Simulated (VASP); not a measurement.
Wanted: the native input for a VASP 6.6.1 run.

| Item | Value |
| --- | --- |
| Task | single point |
| Functional | PBEsol |
| Potentials or basis | VASP PAW PBE potentials, release 64 (Cd, S) |
| Cutoff | 520 eV |
| k mesh | 8 × 8 × 8 |
| Occupations | gaussian, width 0.01 eV |
| Spin | non-collinear spin, zero start, spin-orbit coupling |
| Starting moments | [[0.0, 0.0, 0.0], [0.0, 0.0, 0.0]] μB |
| Dipole correction | no |
| Further INCAR settings | ALGO = Normal; EDIFF = 1e-06; NBANDS = 30 |

The structure of CdS lies in POSCAR:

```
CdS
1.0
    2.8540403417      2.8540403417      0.0000000000
   -2.8540403417      2.8540403417      0.0000000000
    0.0000000000      2.8540403417      2.9959601765
Cd S
1 1
Direct
    0.0000000000      0.0000000000      0.0000000000
    0.7500000000      0.2500000000      0.5000000000
```

This cell differs from its parent crystal: film at in-plane strain -0.02.

These files were run (other wordings do the same):

INCAR

```
PREC = Accurate ; ENCUT = 520
EDIFF = 1E-6 ; ISMEAR = 0
SIGMA = 0.01 ; LREAL = False
LASPH = True ; NELM = 150
ALGO = Normal ; ISIF = 2
LWAVE = False ; LCHARG = False
LNONCOLLINEAR = True ; MAGMOM = 0 0 0 0 0 0
LORBIT = 11 ; LSORBIT = True
GGA_COMPAT = False ; LORBMOM = True
GGA = PS ; NBANDS = 30
```

KPOINTS

```
regular mesh
0
Gamma
  8 8 8
```

Potentials or basis: VASP PAW PBE potentials, release 64 (Cd, S).

The run is started by

```console
$ cat potpaw_PBE.64/Cd/POTCAR potpaw_PBE.64/S/POTCAR > POTCAR
$ mpirun -np 1 vasp_ncl > vasp.out
```

Results of the run:

| Item | Value |
| --- | --- |
| Pressure | 1.1 GPa |
| Net moment | 0.00 μB per cell |
| Valence electrons inside the program's atomic spheres | Cd 10.34; S 3.70 |

Caveat: the cell differs from its parent crystal (film at in-plane strain -0.02); the PAW data sets were made with another functional, which shifts forces and pressure a little.

Wall time 100 s on 1 thread of Intel(R) Xeon(R) 6975P-C (Granite Rapids) (shared host), peak memory 0.4 GiB.
